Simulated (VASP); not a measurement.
The system is BaS.

```
Ba S
1.0
     0.00000    3.19375    3.19375
     3.19375    0.00000    3.19375
     3.19375    3.19375    0.00000
Ba S
1 1
Direct
  0.50000 0.50000 0.50000
  0.00000 0.00000 0.00000
```

Base run:

* Program: VASP 6.6.1
* Functional: revPBE
* Dispersion: D3(BJ)
* Potentials or basis: VASP PAW PBE potentials, release 64 (Ba_sv, S)
* Cutoff: 520 eV
* k mesh: 6 × 6 × 6
* Occupations: gaussian, width 0.05 eV
* Spin: no spin polarisation

Its results: band gap on the k mesh 2.21 eV, indirect (least direct gap 2.35 eV); pressure 0.0 GPa.

Question: After a change of settings the same cell gave: band gap on the k mesh 2.11 eV, indirect (least direct gap 2.24 eV); pressure 0.0 GPa. Which change was it?
A. functional from revPBE to PBE
B. functional from revPBE to RPBE; dispersion from D3(BJ) to D4
C. functional from revPBE to PBE; dispersion from D3(BJ) to none

Answer: A.

Caveats: spin-orbit coupling is left out, which moves the levels of the heavy elements; the PAW data sets were made with another functional, which shifts forces and pressure a little (some runs).
